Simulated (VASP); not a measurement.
Here is a VASP 6.6.1 calculation.

File INCAR:

```
PREC = Accurate
ENCUT = 520
EDIFF = 1E-6
ISMEAR = 0
SIGMA = 0.1
LREAL = False
LASPH = True
NELM = 60
ALGO = Normal
ISIF = 2
LWAVE = False
LCHARG = True
LDIPOL = True
IDIPOL = 3
DIPOL = 0.5 0.5 0.299
GGA = PE
LELF = True
LVHAR = True
LVACPOTAV = True
NBANDS = 16
```

File KPOINTS:

```
Automatic mesh
0
Gamma
  3 3 1
```

POSCAR

```
CsRb
1.0
    7.4676607176     -0.0000005716      0.0000000000
   -3.7338298638      6.4671841741      0.0000000000
    0.0000000000      0.0000000000     28.4449555600
Cs Rb
1 1
Direct
    0.3333333333      0.6666666667      0.2579986843
    0.6666666667      0.3333333333      0.3396468266
```

Potentials or basis: VASP PAW PBE potentials, release 64 (Cs_sv, Rb_sv).

Run with:

```bash
$ cat potpaw_PBE.64/Cs_sv/POTCAR potpaw_PBE.64/Rb_sv/POTCAR > POTCAR
$ mpirun -np 1 vasp_std > vasp.out
```

Problem. Predict the largest force.

Solution. 0.019 eV/Å.

Forces in eV/Å, atoms in the order of the input:
```
Cs   0.000  0.000 -0.019
Rb   0.000  0.000  0.019
```
